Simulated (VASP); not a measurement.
## Hf7S: single point with PBE

Hf7S:

```xyz
8
Lattice="3.2666 0.0000 0.0000 -1.6333 2.8290 0.0000 0.0000 0.0000 18.6065" Properties=species:S:1:pos:R:3 pbc="T T T"
Hf    0.0000    1.8860    1.8121
Hf    0.0000    1.8860   16.7944
Hf    1.6333    0.9430   14.3283
Hf    0.0000    1.8860    6.8091
Hf    1.6333    0.9430    9.3033
Hf    1.6333    0.9430    4.2782
Hf    0.0000    1.8860   11.7974
S     0.0000    0.0000    0.0000
```

| Property | Result |
| --- | --- |
| Program | VASP 6.6.1 |
| Task | single point |
| Functional | PBE |
| Potentials or basis | VASP PAW PBE potentials, release 64 (Hf_pv, S) |
| Cutoff | 520 eV |
| k mesh | 12 × 12 × 2 |
| Occupations | gaussian, width 0.1 eV |
| Spin | no spin polarisation |

| Item | Value |
| --- | --- |
| Pressure | -0.5 GPa |
| Largest force | 0.017 eV/Å |
| Band gap on the k mesh | zero (bands 38 and 39 overlap by 1.15 eV) |

Forces in eV/Å, atoms in the order of the input:
```
Hf   0.000  0.000 -0.017
Hf   0.000  0.000  0.017
Hf   0.000  0.000  0.002
Hf   0.000  0.000  0.006
Hf   0.000  0.000  0.000
Hf   0.000  0.000 -0.002
Hf   0.000  0.000 -0.006
S    0.000  0.000  0.000
```

Levels at points of the mesh, in eV from the Fermi level:
```csv
k point,band 34,band 35,band 36,band 37,band 38,band 39,band 40,band 41,band 42,band 43
"(0.00, 0.00, 0.00)",0.43,0.45,0.53,0.68,0.68,0.86,0.86,0.88,0.88,0.96
"(0.50, 0.00, 0.00)",-1.41,-1.18,-1.17,-0.77,-0.75,0.34,0.67,0.84,1.14,1.16
"(0.00, 0.00, 0.50)",0.16,0.46,0.66,0.66,0.83,0.83,0.96,0.96,0.97,1.05
"(0.50, 0.00, 0.50)",-1.18,-1.07,-1.01,-0.95,-0.93,0.42,0.75,0.86,0.98,1.10
```

It took 11 min on 1 thread of Intel(R) Xeon(R) Platinum 8259CL CPU @ 2.50GHz (Skylake/Cascade Lake) (shared host), peak memory 0.4 GiB.

Caveat: spin-orbit coupling is left out, which moves the levels of the heavy elements.
